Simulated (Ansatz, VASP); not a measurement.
**Mg in VASP and in Ansatz**

```
Mg
1.0
     3.29719    0.00000    0.00000
    -1.64860    2.85545    0.00000
     0.00000    0.00000    5.35276
Mg
2
Direct
  0.33333 0.66667 0.25000
  0.66667 0.33333 0.75000
```

Alike in both runs: task single point; functional PBEsol; k mesh 19 × 19 × 10; occupations fermi-dirac, width 0.1 eV; no spin polarisation.

|  | VASP | Ansatz |
| --- | --- | --- |
| version | VASP 6.6.1 | Ansatz 0.2.0 |
| potentials or method | VASP PAW PBE potentials, release 64 (Mg), cutoff 520 eV | plane waves (420 eV) with PAW, scalar-relativistic |
| valence electrons in the cell | 4 | 20 |

Ansatz gave:

* pressure (GPa): -3.3
* traceless stress, the component that is largest in VASP (GPa): 0.07

**Question.** What did VASP give for the same quantities?

**Answer.** Pressure (GPa): -3.4; traceless stress, the component that is largest in VASP (GPa): 0.06.

VASP's potentials were made for PBE, not for PBEsol, and Ansatz warns of the same on its side. VASP's potentials hold 4 valence electrons a cell and Ansatz's 20, so a difference there can come from the potentials and not from the codes.
